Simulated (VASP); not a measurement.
# Na (Pm-3m) in VASP: further runs

Runs on Na. Level: BLYP. Tasks: single point.

Program: VASP 6.6.1. These are calculated values, not measurements. Logs are shortened: lines on timing, memory, paths and dates and some standing lists are left out, and cuts for length are marked.

## Step 1: The cell of the first run

The structure is cubic, space group Pm-3m (No. 221). The conventional cell has a = 3.463 Å, b = 3.463 Å, c = 3.463 Å, α = 90.00°, β = 90.00°, γ = 90.00°. Within 4.6 Å of Na (site symmetry m-3m) lie 6 Na at 3.46 Å.

## Step 2: Single point, BLYP

INCAR

```
AGGAC = 1.0 ; AGGAX = 1.0
ALDAC = 0.0 ; ALDAX = 1.0
ALGO = Normal ; EDIFF = 1E-7
ENCUT = 520 ; GGA = B5
ISIF = 2 ; ISMEAR = -1
LASPH = T ; LCHARG = T
LELF = T ; LREAL = F
LVHAR = T ; LWAVE = F
NBANDS = 10 ; NELM = 100
PREC = Accurate ; SIGMA = 0.1
```

KPOINTS

```
k-points
0
Gamma
  9 9 9
```

POSCAR

```
Na
1.0
    3.4629935964      0.0000000000      0.0000000000
    0.0000000000      3.4629935964      0.0000000000
    0.0000000000      0.0000000000      3.4629935964
Na
1
Direct
    0.0000000000      0.0000000000      0.0000000000
```

Potentials or basis: VASP PAW PBE potentials, release 64 (Na_pv).

Command:

```console
cat potpaw_PBE.64/Na_pv/POTCAR > POTCAR
mpirun -np 1 vasp_std > vasp.out
```

OUTCAR:

```text
EDIFF = 1E-7
   ENCUT = 520
   GGA = B5
   ISIF = 2
   ISMEAR = -1
   LASPH = T
   LREAL = F
   NELM = 100
   PREC = Accurate

 ion  position               nearest neighbor table
   1  0.000  0.000  0.000-

  LATTYP: Found a simple cubic cell.
 ALAT       =     3.4629935964

  Lattice vectors:

 A1 = (   3.4629935964,   0.0000000000,   0.0000000000)
 A2 = (   0.0000000000,   3.4629935964,   0.0000000000)
 A3 = (   0.0000000000,   0.0000000000,   3.4629935964)

Analysis of symmetry for initial positions (statically):
=====================================================================
 Subroutine PRICEL returns:
 Original cell was already a primitive cell.

 Routine SETGRP: Setting up the symmetry group for a
 simple cubic supercell.

 Subroutine GETGRP returns: Found 48 space group operations
 (whereof 48 operations were pure point group operations)
 out of a pool of 48 trial point group operations.

The static configuration has the point symmetry O_h .

Analysis of symmetry for dynamics (positions and initial velocities):
=====================================================================
 Subroutine PRICEL returns:
 Original cell was already a primitive cell.

 Routine SETGRP: Setting up the symmetry group for a
 simple cubic supercell.

 Subroutine GETGRP returns: Found 48 space group operations
 (whereof 48 operations were pure point group operations)
 out of a pool of 48 trial point group operations.

The dynamic configuration has the point symmetry O_h .

 Subroutine INISYM returns: Found 48 space group operations
 (whereof 48 operations are pure point group operations),
 and found     1 'primitive' translations

----------------------------------------------------------------------------------------

                                     Primitive cell

  volume of cell :      41.5293

  direct lattice vectors                    reciprocal lattice vectors
     3.462993596  0.000000000  0.000000000     0.288767499  0.000000000  0.000000000
     0.000000000  3.462993596  0.000000000     0.000000000  0.288767499  0.000000000
     0.000000000  0.000000000  3.462993596     0.000000000  0.000000000  0.288767499

  length of vectors
     3.462993596  3.462993596  3.462993596     0.288767499  0.288767499  0.288767499

  position of ions in fractional coordinates (direct lattice)
     0.000000000  0.000000000  0.000000000
[... 78 lines left out ...]
   EDIFFG = 0.1E-05   stopping-criterion for IOM
   NSW    =      0    number of steps for IOM
   IBRION =     -1    ionic relax: 0-MD 1-quasi-New 2-CG
   NFREE  =      0    steps in history (QN), initial steepest desc. (CG)
   ISIF   =      2    stress and relaxation
   ISYM   =      2    0-nonsym 1-usesym 2-fastsym
   POTIM  = 0.5000    time-step for ionic-motion
   TEBEG  =    0.0;   TEEND  =   0.0 temperature during run
   PSTRESS=    0.0 pullay stress
   NELECT =       7.0000    total number of electrons
   NUPDOWN=      -1.0000    fix difference up-down
   EMIN   =  10.00;   EMAX   =-10.00  energy-range for DOS
   EFERMI =   0.00;   METHOD = LEGACY
   ISMEAR =    -1;   SIGMA  =   0.10  broadening in eV -4-tet -1-fermi 0-gaus
   EFERMI_NEDOS =   21; number of points for ismear=-14 and -15
   IALGO  =     38    algorithm
   IMIX   =      4    mixing-type and parameters
     AMIX     =   0.40;   BMIX     =  1.00
     AMIX_MAG =   1.60;   BMIX_MAG =  1.00
  volume/ion in A,a.u.               =      41.53       280.25
  Fermi-wavevector in a.u.,A,eV,Ry     =   0.904321  1.708918 11.126790  0.817796
  Thomas-Fermi vector in A             =   2.027753
   LORBIT       =      0    0 simple, 1 ext, 2 COOP (PROOUT), +10 PAW based schemes
   GGA     = B5    functional components
   LHFCALC =     F    Hartree Fock is set to
   AEXX    =    0.0000 exact exchange contribution
   IVDW    =     0    specifies the selected vdW correction
   LEPSILON=     F    determine dielectric tensor
   LRPA    =     F    only Hartree local field effects (RPA)
 non-spin polarized calculation
  energy-cutoff  :      520.00
  volume of cell :       41.53
 maximum number of plane-waves:      1141
 NGX is ok and might be reduce to    28
   NGX = 13   NGY = 13   NGZ = 13

 number of electron       7.0000000 magnetization

 Free energy of the ion-electron system (eV)
  ---------------------------------------------------
  ext. energy  EPLUGINS =         0.00000000
  ---------------------------------------------------
  free energy    TOTEN  =        -0.83885737 eV

  energy without entropy =       -0.82131273  energy(sigma->0) =       -0.83008505

 E-fermi :   0.4220     XC(G=0):  -5.7953

 val. band max:        0.3535521947   @ k =   0.3333   0.3333   0.1111
 cond. band min:       0.5030721382   @ k =   0.4444   0.2222   0.0000
 fundamental gap:      0.1495199435
 Fermi energy:         0.4219638807

 k-point     1 :       0.0000    0.0000    0.0000
  band No.  band energies     occupation
      1     -25.0310      2.00000
      2     -25.0310      2.00000
      3     -25.0310      2.00000
      4      -2.6116      2.00000
      5       8.4535      0.00000
      6       8.4535      0.00000
      7       9.5543      0.00000
      8       9.5543      0.00000
      9       9.5543      0.00000
     10      12.4340      0.00000
[... 287 lines left out ...]
 k-point    24 :       0.4444    0.3333    0.1111
  band No.  band energies     occupation
      1     -25.0659      2.00000
      2     -25.0564      2.00000
      3     -25.0297      2.00000
      4       1.4123      0.00010
      5       2.7412      0.00000
      6       5.4516      0.00000
      7       6.7240      0.00000
      8      10.8083      0.00000
      9      11.9953      0.00000
     10      14.8967      0.00000

 [... further k-points ...]

------------------------ aborting loop because EDIFF is reached ----------------------------------------

  FORCE on cell =-STRESS in cart. coord.  units (eV):
  Direction    XX          YY          ZZ          XY          YZ          ZX
  --------------------------------------------------------------------------------------
  -------------------------------------------------------------------------------------
  Total       -0.0048165     -0.0048165     -0.0048165     -0.0000000     -0.0000000     -0.0000000
  in kB       -0.1858183     -0.1858183     -0.1858183     -0.0000000     -0.0000000     -0.0000000
  external PRESSURE =      -0.1858183 kB  Pullay stress =       0.0000000 kB

 VOLUME and BASIS-vectors are now :
 -----------------------------------------------------------------------------
  energy-cutoff  :      520.00
  volume of cell :       41.53
      direct lattice vectors                 reciprocal lattice vectors
     3.462993596  0.000000000  0.000000000     0.288767499  0.000000000  0.000000000
     0.000000000  3.462993596  0.000000000     0.000000000  0.288767499  0.000000000
     0.000000000  0.000000000  3.462993596     0.000000000  0.000000000  0.288767499

 POSITION                                       TOTAL-FORCE (eV/Angst)
 -----------------------------------------------------------------------------------
      0.00000      0.00000      0.00000         0.000000      0.000000      0.000000
 -----------------------------------------------------------------------------------
    total drift:                               -0.000000     -0.000000     -0.000000

  FREE ENERGIE OF THE ION-ELECTRON SYSTEM (eV)
  ---------------------------------------------------
  free  energy   TOTEN  =        -0.8388573745 eV

  energy  without entropy=       -0.8213127322  energy(sigma->0) =       -0.83008505
```

It took 25 s on 1 thread of Intel Xeon 8259CL, shared host; peak memory 0.15 GiB.

What came out:

| Item | Value |
| --- | --- |
| Free energy | -0.8389 eV |
| Pressure | 0.0 GPa |

Caveat: the PAW data sets were made with another functional, which shifts forces and pressure a little.

## Step 3: Single point, BLYP (volume scaled by 0.92)

INCAR

```
AGGAC    = 1.0          
AGGAX    = 1.0          
ALDAC    = 0.0          
ALDAX    = 1.0          
ALGO     = Normal         # electronic algorithm
EDIFF    = 1E-6           # SCF threshold, eV
ENCUT    = 520            # plane-wave cutoff, eV
GGA      = B5             # functional
ISIF     = 2              # what is computed and relaxed
ISMEAR   = -1             # smearing method
LASPH    = True           # aspherical terms in the spheres
LCHARG   = False          # write CHGCAR
LREAL    = False          # projectors in reciprocal space
LWAVE    = False          # write WAVECAR
NBANDS   = 10             # bands
NELM     = 60             # most SCF steps
PREC     = Accurate       # precision mode
SIGMA    = 0.1            # smearing width, eV
```

KPOINTS

```
k-points
0
Gamma
  10 10 10
```

POSCAR

```
Na
1.0
    3.3680688772      0.0000000000      0.0000000000
    0.0000000000      3.3680688772      0.0000000000
    0.0000000000      0.0000000000      3.3680688772
Na
1
Direct
    0.0000000000      0.0000000000      0.0000000000
```

Potentials or basis: VASP PAW PBE potentials, release 64 (Na_pv).

Command:

```console
cat potpaw_PBE.64/Na_pv/POTCAR > POTCAR
mpirun -np 1 vasp_std > vasp.out
```

It took 28 s on 1 thread of Intel Xeon 8259CL, shared host; peak memory 0.15 GiB.

The run converged. Its results:

```yaml
Free_energy: -0.8369 eV
Pressure: 0.5 GPa
```

Levels at points of the mesh, in eV from the Fermi level:
| k point | band 1 | band 2 | band 3 | band 4 | band 5 | band 6 | band 7 |
| --- | --- | --- | --- | --- | --- | --- | --- |
| (0.00, 0.00, 0.00) | -25.50 | -25.50 | -25.50 | -3.29 | 8.30 | 8.30 | 9.59 |
| (0.50, 0.00, 0.00) | -25.56 | -25.50 | -25.50 | 0.02 | 0.07 | 10.51 | 12.08 |
| (0.50, 0.50, 0.00) | -25.55 | -25.55 | -25.50 | 2.96 | 2.96 | 3.36 | 3.79 |
| (0.50, 0.50, 0.50) | -25.54 | -25.54 | -25.54 | 5.89 | 5.89 | 5.89 | 5.97 |

Caveat: the PAW data sets were made with another functional, which shifts forces and pressure a little.

## Step 4: Single point, BLYP

INCAR

```
SYSTEM = Na
AGGAC = 1.0 ; AGGAX = 1.0
ALDAC = 0.0 ; ALDAX = 1.0
ALGO = Normal ; EDIFF = 1E-7
ENCUT = 520 ; GGA = B5
ISIF = 2 ; ISMEAR = -1
LASPH = .TRUE. ; LCHARG = .TRUE.
LELF = .TRUE. ; LREAL = .FALSE.
LVHAR = .TRUE. ; LWAVE = .FALSE.
NBANDS = 10 ; NELM = 100
PREC = Accurate ; SIGMA = 0.1
```

KPOINTS

```
k-points
0
G
  10 10 10
  0 0 0
```

POSCAR

```
Na
1.0
    3.4629935964      0.0000000000      0.0000000000
    0.0000000000      3.4629935964      0.0000000000
    0.0000000000      0.0000000000      3.4629935964
Na
1
Direct
    0.0000000000      0.0000000000      0.0000000000
```

Potentials or basis: VASP PAW PBE potentials, release 64 (Na_pv).

Command:

```console
cat potpaw_PBE.64/Na_pv/POTCAR > POTCAR
mpirun -np 1 vasp_std > vasp.out
```

OUTCAR:

```text
SYSTEM = Na
   EDIFF = 1E-7
   ENCUT = 520
   GGA = B5
   ISIF = 2
   ISMEAR = -1
   LASPH = .TRUE.
   LREAL = .FALSE.
   NELM = 100
   PREC = Accurate

 ion  position               nearest neighbor table
   1  0.000  0.000  0.000-

  LATTYP: Found a simple cubic cell.
 ALAT       =     3.4629935964

  Lattice vectors:

 A1 = (   3.4629935964,   0.0000000000,   0.0000000000)
 A2 = (   0.0000000000,   3.4629935964,   0.0000000000)
 A3 = (   0.0000000000,   0.0000000000,   3.4629935964)

Analysis of symmetry for initial positions (statically):
=====================================================================
 Subroutine PRICEL returns:
 Original cell was already a primitive cell.

 Routine SETGRP: Setting up the symmetry group for a
 simple cubic supercell.

 Subroutine GETGRP returns: Found 48 space group operations
 (whereof 48 operations were pure point group operations)
 out of a pool of 48 trial point group operations.

The static configuration has the point symmetry O_h .

Analysis of symmetry for dynamics (positions and initial velocities):
=====================================================================
 Subroutine PRICEL returns:
 Original cell was already a primitive cell.

 Routine SETGRP: Setting up the symmetry group for a
 simple cubic supercell.

 Subroutine GETGRP returns: Found 48 space group operations
 (whereof 48 operations were pure point group operations)
 out of a pool of 48 trial point group operations.

The dynamic configuration has the point symmetry O_h .

 Subroutine INISYM returns: Found 48 space group operations
 (whereof 48 operations are pure point group operations),
 and found     1 'primitive' translations

----------------------------------------------------------------------------------------

                                     Primitive cell

  volume of cell :      41.5293
[... 109 lines left out ...]
  Fermi-wavevector in a.u.,A,eV,Ry     =   0.904321  1.708918 11.126790  0.817796
  Thomas-Fermi vector in A             =   2.027753
   LORBIT       =      0    0 simple, 1 ext, 2 COOP (PROOUT), +10 PAW based schemes
   GGA     = B5    functional components
   LHFCALC =     F    Hartree Fock is set to
   AEXX    =    0.0000 exact exchange contribution
   IVDW    =     0    specifies the selected vdW correction
   LEPSILON=     F    determine dielectric tensor
   LRPA    =     F    only Hartree local field effects (RPA)
 non-spin polarized calculation
  energy-cutoff  :      520.00
  volume of cell :       41.53
 maximum number of plane-waves:      1141
 NGX is ok and might be reduce to    28
   NGX = 13   NGY = 13   NGZ = 13

 number of electron       7.0000000 magnetization

 Free energy of the ion-electron system (eV)
  ---------------------------------------------------
  ext. energy  EPLUGINS =         0.00000000
  ---------------------------------------------------
  free energy    TOTEN  =        -0.84147461 eV

  energy without entropy =       -0.82504599  energy(sigma->0) =       -0.83326030

 E-fermi :   0.4905     XC(G=0):  -5.7950

 val. band max:        0.4604916071   @ k =   0.5000   0.0000   0.0000
 cond. band min:       0.5435313844   @ k =   0.4000   0.3000   0.0000
 fundamental gap:      0.0830397772
 Fermi energy:         0.4905161343

 k-point     1 :       0.0000    0.0000    0.0000
  band No.  band energies     occupation
      1     -25.0304      2.00000
      2     -25.0304      2.00000
      3     -25.0304      2.00000
      4      -2.6114      2.00000
      5       8.4536      0.00000
      6       8.4536      0.00000
      7       9.5544      0.00000
      8       9.5544      0.00000
      9       9.5544      0.00000
     10      12.4352      0.00000
[... 287 lines left out ...]
 k-point    24 :       0.3000    0.1000    0.1000
  band No.  band energies     occupation
      1     -25.0560      2.00000
      2     -25.0318      2.00000
      3     -25.0315      2.00000
      4      -1.2047      2.00000
      5       3.6647      0.00000
      6       7.8923      0.00000
      7       9.0503      0.00000
      8      12.0832      0.00000
      9      13.2742      0.00000
     10      13.2756      0.00000

 [... further k-points ...]

------------------------ aborting loop because EDIFF is reached ----------------------------------------

  FORCE on cell =-STRESS in cart. coord.  units (eV):
  Direction    XX          YY          ZZ          XY          YZ          ZX
  --------------------------------------------------------------------------------------
  -------------------------------------------------------------------------------------
  Total       -0.0063403     -0.0063403     -0.0063403      0.0000000      0.0000000      0.0000000
  in kB       -0.2446038     -0.2446038     -0.2446038      0.0000000      0.0000000      0.0000000
  external PRESSURE =      -0.2446038 kB  Pullay stress =       0.0000000 kB

 VOLUME and BASIS-vectors are now :
 -----------------------------------------------------------------------------
  energy-cutoff  :      520.00
  volume of cell :       41.53
      direct lattice vectors                 reciprocal lattice vectors
     3.462993596  0.000000000  0.000000000     0.288767499  0.000000000  0.000000000
     0.000000000  3.462993596  0.000000000     0.000000000  0.288767499  0.000000000
     0.000000000  0.000000000  3.462993596     0.000000000  0.000000000  0.288767499

 POSITION                                       TOTAL-FORCE (eV/Angst)
 -----------------------------------------------------------------------------------
      0.00000      0.00000      0.00000         0.000000      0.000000      0.000000
 -----------------------------------------------------------------------------------
    total drift:                               -0.000000     -0.000000     -0.000000

  FREE ENERGIE OF THE ION-ELECTRON SYSTEM (eV)
  ---------------------------------------------------
  free  energy   TOTEN  =        -0.8414746117 eV

  energy  without entropy=       -0.8250459875  energy(sigma->0) =       -0.83326030
```

OSZICAR:

```text
N       E                     dE             d eps       ncg     rms          rms(c)
DAV:   1     0.292378794801E+02    0.29238E+02   -0.37899E+03  1122   0.568E+02
DAV:   2    -0.170253814409E+00   -0.29408E+02   -0.29297E+02  1156   0.148E+02
DAV:   3    -0.836203587864E+00   -0.66595E+00   -0.66560E+00  1352   0.239E+01
DAV:   4    -0.842641173458E+00   -0.64376E-02   -0.64370E-02  1342   0.231E+00
DAV:   5    -0.842733475419E+00   -0.92302E-04   -0.92301E-04  1326   0.270E-01    0.140E-01
DAV:   6    -0.841801946199E+00    0.93153E-03   -0.79330E-04  1364   0.389E-01    0.848E-02
DAV:   7    -0.841431941376E+00    0.37000E-03   -0.10057E-03  1238   0.353E-01    0.246E-02
DAV:   8    -0.841465393511E+00   -0.33452E-04   -0.13571E-04  1292   0.157E-01    0.543E-03
DAV:   9    -0.841473917987E+00   -0.85245E-05   -0.23217E-05  1248   0.278E-02    0.118E-03
DAV:  10    -0.841474366406E+00   -0.44842E-06   -0.17724E-06  1292   0.491E-03    0.607E-04
DAV:  11    -0.841474593695E+00   -0.22729E-06   -0.41995E-07  1212   0.205E-03    0.837E-05
DAV:  12    -0.841474611653E+00   -0.17958E-07   -0.13093E-08   818   0.691E-04
   1 F= -.84147461E+00 E0= -.83326030E+00  d E =-.164286E-01
```

stdout:

```text
POSCAR found type information on POSCAR Na
 POSCAR found :  1 types and       1 ions
 scaLAPACK will be used
 -----------------------------------------------------------------------------
|                                                                             |
|                                                                             |
|     You enforced a specific xc type in the INCAR file but a different       |
|     I HOPE YOU KNOW WHAT YOU ARE DOING!                                     |
|                                                                             |
 -----------------------------------------------------------------------------

 LDA part: xc-table for (Slater(with rela. corr.)+VWN5), standard interpolation
 POSCAR, INCAR and KPOINTS ok, starting setup
 FFT: planning ... GRIDC
 FFT: planning ... GRID_SOFT
 FFT: planning ... GRID
 WAVECAR not read
 entering main loop
```

Wall time 35 s (1 thread of Intel Xeon 8259CL, shared host); peak memory 0.16 GiB.

Results:

```yaml
Free_energy: -0.8415 eV
Pressure: 0.0 GPa
```

Caveat: the PAW data sets were made with another functional, which shifts forces and pressure a little.

(Part 1 of 2 ends here.)
